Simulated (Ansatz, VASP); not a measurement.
Two plane-wave programs on AlN

```
CELL_PARAMETERS angstrom
0.00000 2.21273 2.21273
2.21273 0.00000 2.21273
2.21273 2.21273 0.00000
ATOMIC_POSITIONS crystal
Al 0.00000 0.00000 0.00000
N 0.25000 0.25000 0.25000
```

Alike in both runs: task single point; functional r2SCAN; dispersion D4; k mesh 10 × 10 × 10; occupations fermi-dirac, width 0.05 eV; no spin polarisation.

|  | VASP | Ansatz |
| --- | --- | --- |
| version | VASP 6.6.1 | Ansatz 0.2.0 |
| potentials or method | VASP PAW PBE potentials, release 64 (Al, N) | Ansatz PAW |
| plane-wave cutoff (eV) | 520 | 500 |
| valence electrons in the cell | 8 | 8 |

|  | VASP | Ansatz | Ansatz less VASP |
| --- | --- | --- | --- |
| gap on the k mesh at the Fermi level (eV) | 3.90 | 3.91 | +0.006 |
| least direct gap on the mesh (eV) | 4.53 | 4.49 | -0.037 |
| pressure (GPa) | -9.4 | -9.0 | +0.40 |

VASP's potentials were made for PBE, not for r2SCAN.
